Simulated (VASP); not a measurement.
# SiNi (Pnma) in VASP: notebook

The runs below take SiNi through single point, with PBE.

Everything below comes from runs of VASP 6.6.1. Logs are shortened: lines on timing, memory, paths and dates and some standing lists are left out, and cuts for length are marked.

## Step 1: The cell of the first run

Symmetry: Pnma, No. 62, orthorhombic system. Conventional cell: a = 5.154 Å, b = 3.375 Å, c = 5.620 Å, α = 90.00°, β = 90.00°, γ = 90.00°. Si (site symmetry m) has 6 Ni at 2.29 to 2.41 Å and 2 Si at 2.67 Å within 3.0 Å. Within 3.0 Å of Ni (site symmetry m) lie 6 Si at 2.29 to 2.41 Å and 4 Ni at 2.67 to 2.71 Å.

## Step 2: Single point, PBE

File INCAR:

```
PREC = Accurate
ENCUT = 520
EDIFF = 1E-6
ISMEAR = 0
SIGMA = 0.15
LREAL = False
LASPH = True
NELM = 60
ALGO = Normal
ISIF = 2
LWAVE = False
LCHARG = False
GGA = PE
NBANDS = 38
```

File KPOINTS:

```
regular mesh
0
Gamma
  8 10 6
```

File POSCAR:

```
SiNi
1.0
    5.1540864075      0.0000000000      0.0000000000
    0.0000000000      3.3754900134      0.0000000000
    0.0000000000      0.0000000000      5.6197139366
Si Ni
4 4
Direct
    0.3212470395      0.7500000000      0.0840781282
    0.1787529605      0.2500000000      0.5840781282
    0.8212470395      0.7500000000      0.4159218718
    0.6787529605      0.2500000000      0.9159218718
    0.0082175816      0.2500000000      0.1884869320
    0.4917824184      0.7500000000      0.6884869320
    0.5082175816      0.2500000000      0.3115130680
    0.9917824184      0.7500000000      0.8115130680
```

Potentials or basis: VASP PAW PBE potentials, release 64 (Si, Ni).

The run is started by

```
> cat potpaw_PBE.64/Si/POTCAR potpaw_PBE.64/Ni/POTCAR > POTCAR
> mpirun -np 1 vasp_std > vasp.out
```

OUTCAR:

```text
PREC = Accurate
   ENCUT = 520
   EDIFF = 1E-6
   ISMEAR = 0
   LREAL = False
   LASPH = True
   NELM = 60
   ISIF = 2
   GGA = PE

 ion  position               nearest neighbor table
   1  0.321  0.750  0.084-   8 2.29   7 2.33   7 2.33   6 2.39   5 2.41   5 2.41   4 2.67   4 2.67

   2  0.179  0.250  0.584-   7 2.29   8 2.33   8 2.33   5 2.39   6 2.41   6 2.41   3 2.67   3 2.67

   3  0.821  0.750  0.416-   6 2.29   5 2.33   5 2.33   8 2.39   7 2.41   7 2.41   2 2.67   2 2.67

   4  0.679  0.250  0.916-   5 2.29   6 2.33   6 2.33   7 2.39   8 2.41   8 2.41   1 2.67   1 2.67

   5  0.008  0.250  0.188-   4 2.29   3 2.33   3 2.33   2 2.39   1 2.41   1 2.41   7 2.67   7 2.67
                             8 2.71   8 2.71
   6  0.492  0.750  0.688-   3 2.29   4 2.33   4 2.33   1 2.39   2 2.41   2 2.41   8 2.67   8 2.67
                             7 2.71   7 2.71
   7  0.508  0.250  0.312-   2 2.29   1 2.33   1 2.33   4 2.39   3 2.41   3 2.41   5 2.67   5 2.67
                             6 2.71   6 2.71
   8  0.992  0.750  0.812-   1 2.29   2 2.33   2 2.33   3 2.39   4 2.41   4 2.41   6 2.67   6 2.67
                             5 2.71   5 2.71

  LATTYP: Found a simple orthorhombic cell.
 ALAT       =     3.3754900134
 B/A-ratio  =     1.5269150218
 C/A-ratio  =     1.6648587062

  Lattice vectors:

 A1 = (   0.0000000000,  -3.3754900134,   0.0000000000)
 A2 = (   5.1540864075,   0.0000000000,   0.0000000000)
 A3 = (   0.0000000000,   0.0000000000,   5.6197139366)

Analysis of symmetry for initial positions (statically):
=====================================================================
 Subroutine PRICEL returns:
 Original cell was already a primitive cell.

 Routine SETGRP: Setting up the symmetry group for a
 simple orthorhombic supercell.

 Subroutine GETGRP returns: Found  8 space group operations
 (whereof  2 operations were pure point group operations)
 out of a pool of  8 trial point group operations.

The static configuration has the point symmetry S_2 .
 The point group associated with its full space group is D_2h.

Analysis of symmetry for dynamics (positions and initial velocities):
=====================================================================
 Subroutine PRICEL returns:
 Original cell was already a primitive cell.

 Routine SETGRP: Setting up the symmetry group for a
 simple orthorhombic supercell.

 Subroutine GETGRP returns: Found  8 space group operations
 (whereof  2 operations were pure point group operations)
 out of a pool of  8 trial point group operations.

The dynamic configuration has the point symmetry S_2 .
 The point group associated with its full space group is D_2h.

 Subroutine INISYM returns: Found  8 space group operations
 (whereof  2 operations are pure point group operations),
 and found     1 'primitive' translations

----------------------------------------------------------------------------------------

                                     Primitive cell

  volume of cell :      97.7694

  direct lattice vectors                    reciprocal lattice vectors
     5.154086408  0.000000000  0.000000000     0.194020806  0.000000000  0.000000000
     0.000000000  3.375490013  0.000000000     0.000000000  0.296253284  0.000000000
     0.000000000  0.000000000  5.619713937     0.000000000  0.000000000  0.177945001

  length of vectors
     5.154086408  3.375490013  5.619713937     0.194020806  0.296253284  0.177945001

  position of ions in fractional coordinates (direct lattice)
     0.321247040  0.750000000  0.084078128
     0.178752960  0.250000000  0.584078128
     0.821247040  0.750000000  0.415921872
     0.678752960  0.250000000  0.915921872
     0.008217582  0.250000000  0.188486932
     0.491782418  0.750000000  0.688486932
     0.508217582  0.250000000  0.311513068
     0.991782418  0.750000000  0.811513068

  ion indices of the primitive-cell ions
   primitive index   ion index
                 1           1
                 2           2
                 3           3
                 4           4
                 5           5
                 6           6
                 7           7
                 8           8

----------------------------------------------------------------------------------------

 KPOINTS: regular mesh

Automatic generation of k-mesh.
 Grid dimensions read from file:
 generate k-points for:    8   10    6

 Generating k-lattice:

  Cartesian coordinates                     Fractional coordinates (reciprocal lattice)
     0.024252601  0.000000000  0.000000000     0.125000000  0.000000000  0.000000000
     0.000000000  0.029625328  0.000000000     0.000000000  0.100000000  0.000000000
     0.000000000  0.000000000  0.029657500     0.000000000  0.000000000  0.166666667

  Length of vectors
     0.024252601  0.029625328  0.029657500

  Shift w.r.t. Gamma in fractional coordinates (k-lattice)
     0.000000000  0.000000000  0.000000000

 Subroutine IBZKPT returns following result:
 ===========================================

 Found    120 irreducible k-points:

 Following reciprocal coordinates:
            Coordinates               Weight
  0.000000  0.000000  0.000000      1.000000
  0.125000  0.000000  0.000000      2.000000
  0.250000  0.000000  0.000000      2.000000
  0.375000  0.000000  0.000000      2.000000
  0.500000  0.000000  0.000000      1.000000
  0.000000  0.100000  0.000000      2.000000
[... 16 lines left out ...]
  0.250000  0.400000  0.000000      4.000000
  0.375000  0.400000  0.000000      4.000000
 [... further k-points ...]
   k-points           NKPTS =    120   k-points in BZ     NKDIM =    120   number of bands    NBANDS=     38
   number of dos      NEDOS =    301   number of ions     NIONS =      8
   total plane-waves  NPLWV =  47040
   dimension x,y,z NGX =    40 NGY =   28 NGZ =   42
   dimension x,y,z NGXF=    80 NGYF=   56 NGZF=   84
   ions per type =               4   4
   NGX,Y,Z   is equivalent  to a cutoff of  12.90, 13.79, 12.42 a.u.
   NGXF,Y,Z  is equivalent  to a cutoff of  25.80, 27.58, 24.85 a.u.
 SYSTEM =  unknown system
   PREC   = accura    normal or accurate (medium, high low for compatibility)
   ISTART =      0    job   : 0-new  1-cont  2-samecut
   ICHARG =      2    charge: 1-file 2-atom 10-const
   ISPIN  =      1    spin polarized calculation?
   LNONCOLLINEAR =      F non collinear calculations
   LSORBIT =      F    spin-orbit coupling
   LASPH  =      T    aspherical Exc in radial PAW
   ENCUT  =  520.0 eV  38.22 Ry    6.18 a.u.   9.58  6.28 10.45*2*pi/ulx,y,z
   NELM   =     60;   NELMIN=  2; NELMDL= -5     # of ELM steps
   EDIFF  = 0.1E-05   stopping-criterion for ELM
   LREAL  =      F    real-space projection
   EDIFFG = 0.1E-04   stopping-criterion for IOM
   NSW    =      0    number of steps for IOM
   IBRION =     -1    ionic relax: 0-MD 1-quasi-New 2-CG
   NFREE  =      0    steps in history (QN), initial steepest desc. (CG)
   ISIF   =      2    stress and relaxation
   ISYM   =      2    0-nonsym 1-usesym 2-fastsym
   POTIM  = 0.5000    time-step for ionic-motion
   TEBEG  =    0.0;   TEEND  =   0.0 temperature during run
   PSTRESS=    0.0 pullay stress
   NELECT =      56.0000    total number of electrons
   NUPDOWN=      -1.0000    fix difference up-down
   EMIN   =  10.00;   EMAX   =-10.00  energy-range for DOS
   EFERMI =   0.00;   METHOD = LEGACY
   ISMEAR =     0;   SIGMA  =   0.15  broadening in eV -4-tet -1-fermi 0-gaus
   EFERMI_NEDOS =   21; number of points for ismear=-14 and -15
   IALGO  =     38    algorithm
   IMIX   =      4    mixing-type and parameters
     AMIX     =   0.40;   BMIX     =  1.00
     AMIX_MAG =   1.60;   BMIX_MAG =  1.00
  volume/ion in A,a.u.               =      12.22        82.47
  Fermi-wavevector in a.u.,A,eV,Ry     =   1.359575  2.569225 25.149621  1.848445
  Thomas-Fermi vector in A             =   2.486311
   LORBIT       =      0    0 simple, 1 ext, 2 COOP (PROOUT), +10 PAW based schemes
   GGA     = PE    functional components
   LHFCALC =     F    Hartree Fock is set to
   AEXX    =    0.0000 exact exchange contribution
   IVDW    =     0    specifies the selected vdW correction
   LEPSILON=     F    determine dielectric tensor
   LRPA    =     F    only Hartree local field effects (RPA)
 non-spin polarized calculation
 Gauss-broadening in eV      SIGMA  =   0.15
  energy-cutoff  :      520.00
  volume of cell :       97.77
 maximum number of plane-waves:      2672
 NGX is ok and might be reduce to    40
   NGX = 19   NGY = 13   NGZ = 21

 number of electron      55.9999990 magnetization

 Free energy of the ion-electron system (eV)
  ---------------------------------------------------
  ext. energy  EPLUGINS =         0.00000000
  ---------------------------------------------------
  free energy    TOTEN  =       -47.61330894 eV

  energy without entropy =      -47.59376334  energy(sigma->0) =      -47.60353614

 E-fermi :  10.3037     XC(G=0): -12.1673

 val. band max:       10.2836717165   @ k =   0.1250   0.4000   0.0000
 cond. band min:      10.3273088621   @ k =   0.2500   0.5000   0.0000
 fundamental gap:      0.0436371455
 Fermi energy:        10.3037392233

 k-point     1 :       0.0000    0.0000    0.0000
  band No.  band energies     occupation
      1      -2.6193      2.00000
      2       0.7025      2.00000
      3       1.9848      2.00000
      4       2.5672      2.00000
      5       3.8650      2.00000
      6       4.3327      2.00000
[... 30 lines left out ...]
     37      16.5930      0.00000
     38      17.0050      0.00000

 k-point     2 :       0.1250    0.0000    0.0000
  band No.  band energies     occupation
      1      -2.5354      2.00000
      2       0.5378      2.00000
      3       2.0421      2.00000
      4       2.2560      2.00000
      5       4.2095      2.00000
      6       4.4183      2.00000
[... 30 lines left out ...]
     37      16.5632      0.00000
     38      16.5976      0.00000

 k-point     3 :       0.2500    0.0000    0.0000
  band No.  band energies     occupation
      1      -2.2859      2.00000
      2       0.0228      2.00000
      3       2.0519      2.00000
      4       2.1896      2.00000
      5       3.9377      2.00000
      6       4.9365      2.00000
[... 30 lines left out ...]
     37      15.6685      0.00000
     38      16.5843      0.00000

 k-point     4 :       0.3750    0.0000    0.0000
  band No.  band energies     occupation
      1      -1.8778      2.00000
      2      -0.6651      2.00000
      3       2.1264      2.00000
      4       2.3252      2.00000
      5       3.7493      2.00000
      6       4.3642      2.00000
[... 30 lines left out ...]
     37      15.6374      0.00000
     38      16.4859      0.00000
[... 703 lines left out ...]
      4       2.9564      2.00000
      5       4.3602      2.00000
      6       4.7074      2.00000
[... 30 lines left out ...]
     37      14.5058      0.00000
     38      15.6254      0.00000

 k-point    23 :       0.2500    0.4000    0.0000
  band No.  band energies     occupation
      1      -0.3220      2.00000
      2       1.6369      2.00000
      3       1.7962      2.00000
      4       2.7853      2.00000
      5       4.5391      2.00000
      6       4.5483      2.00000
[... 30 lines left out ...]
     37      15.5153      0.00000
     38      16.8857      0.00000

 k-point    24 :       0.3750    0.4000    0.0000
  band No.  band energies     occupation
      1       0.0410      2.00000
      2       1.0801      2.00000
      3       2.0363      2.00000
      4       2.5806      2.00000
      5       4.4617      2.00000
      6       4.6708      2.00000
[... 30 lines left out ...]
     37      16.2413      0.00000
     38      16.8261      0.00000

 [... further k-points ...]

------------------------ aborting loop because EDIFF is reached ----------------------------------------

  FORCE on cell =-STRESS in cart. coord.  units (eV):
  Direction    XX          YY          ZZ          XY          YZ          ZX
  --------------------------------------------------------------------------------------
  -------------------------------------------------------------------------------------
  Total        0.1079145     -0.1051269      0.0334078      0.0000000      0.0000000      0.0000000
  in kB        1.7684298     -1.7227473      0.5474644      0.0000000      0.0000000      0.0000000
  external PRESSURE =       0.1977157 kB  Pullay stress =       0.0000000 kB

 VOLUME and BASIS-vectors are now :
 -----------------------------------------------------------------------------
  energy-cutoff  :      520.00
  volume of cell :       97.77
      direct lattice vectors                 reciprocal lattice vectors
     5.154086408  0.000000000  0.000000000     0.194020806  0.000000000  0.000000000
     0.000000000  3.375490013  0.000000000     0.000000000  0.296253284  0.000000000
     0.000000000  0.000000000  5.619713937     0.000000000  0.000000000  0.177945001

 POSITION                                       TOTAL-FORCE (eV/Angst)
 -----------------------------------------------------------------------------------
      1.65573      2.53162      0.47250        -0.001225     -0.000000      0.002489
      0.92131      0.84387      3.28235         0.001225     -0.000000      0.002489
      4.23278      2.53162      2.33736        -0.001225     -0.000000     -0.002489
      3.49835      0.84387      5.14722         0.001225     -0.000000     -0.002489
      0.04235      0.84387      1.05924         0.013248      0.000000     -0.001096
      2.53469      2.53162      3.86910        -0.013248      0.000000     -0.001096
      2.61940      0.84387      1.75061         0.013248      0.000000      0.001096
      5.11173      2.53162      4.56047        -0.013248     -0.000000      0.001096
 -----------------------------------------------------------------------------------
    total drift:                               -0.000000      0.000000     -0.000000

  FREE ENERGIE OF THE ION-ELECTRON SYSTEM (eV)
  ---------------------------------------------------
  free  energy   TOTEN  =       -47.6133089431 eV

  energy  without entropy=      -47.5937633437  energy(sigma->0) =      -47.60353614
```

It took 3.2 min on 1 thread of Intel Xeon 6975P-C (Granite Rapids), shared host; peak memory 0.44 GiB.

What came out:

```
Free energy            : -47.6133 eV
Pressure               : 0.0 GPa
Largest force          : 0.013 eV/Å
Band gap on the k mesh : zero (bands 28 and 29 overlap by 1.80 eV)
```

Forces on the atoms (eV/Å):
```
Si  -0.001  0.000  0.002
Si   0.001  0.000  0.002
Si  -0.001  0.000 -0.002
Si   0.001  0.000 -0.002
Ni   0.013  0.000 -0.001
Ni  -0.013  0.000 -0.001
Ni   0.013  0.000  0.001
Ni  -0.013  0.000  0.001
```

Stress tensor (GPa, compression positive):
```
 0.18  0.00  0.00
 0.00 -0.17  0.00
 0.00  0.00  0.05
```

Levels at points of the mesh, in eV from the Fermi level:
```
           k point  band 26  band 27  band 28  band 29  band 30  band 31
(0.00, 0.00, 0.00)    -1.14    -1.13    -0.94     0.61     1.22     3.29
(0.50, 0.00, 0.00)    -1.83     1.02     1.02     1.07     1.07     3.62
(0.00, 0.50, 0.00)    -1.88    -1.40    -1.40    -0.61    -0.61     1.96
(0.50, 0.50, 0.00)    -1.68    -1.68    -1.68     0.43     0.43     0.43
(0.00, 0.00, 0.50)    -1.43    -0.26    -0.26     0.91     0.91     3.20
(0.50, 0.00, 0.50)    -1.03     0.75     0.75     2.27     2.27     2.74
(0.00, 0.50, 0.50)    -1.96    -1.69    -1.69     0.15     0.15     1.25
(0.50, 0.50, 0.50)    -1.87    -1.87    -1.87     2.50     2.50     2.50
```

[end of part 1 of 3]
